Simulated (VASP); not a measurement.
AlRu (rocksalt type): single point with PBE

AlRu (rocksalt type):

```
Ru Al
1.0
     0.00000    2.43326    2.43326
     2.43326    0.00000    2.43326
     2.43326    2.43326    0.00000
Ru Al
1 1
Cartesian
  0.0000 0.0000 0.0000
  2.4333 2.4333 2.4333
```

```json
{
  "Program": "VASP 6.6.1",
  "Task": "single point",
  "Functional": "PBE",
  "Potentials or basis": "VASP PAW PBE potentials, release 64 (Ru_pv, Al)",
  "Cutoff": "520 eV",
  "k mesh": "13 × 13 × 13",
  "Occupations": "fermi-dirac, width 0.1 eV",
  "Spin": "no spin polarisation",
  "Dipole correction": "no",
  "Further INCAR settings": "ALGO = Normal; EDIFF = 1e-07; NBANDS = 16"
}
```

```yaml
Pressure: 12.1 GPa
```

Levels at points of the mesh, in eV from the Fermi level:
```
           k point  band 5  band 6  band 7  band 8  band 9  band 10  band 11  band 12  band 13  band 14
(0.00, 0.00, 0.00)   -2.24   -2.24   -2.24   -1.87   -1.87     6.94     6.94     6.94    10.07    12.64
```

Wall time 19 s on 1 thread of Intel(R) Xeon(R) 6975P-C (Granite Rapids) (shared host), peak memory 0.18 GiB.
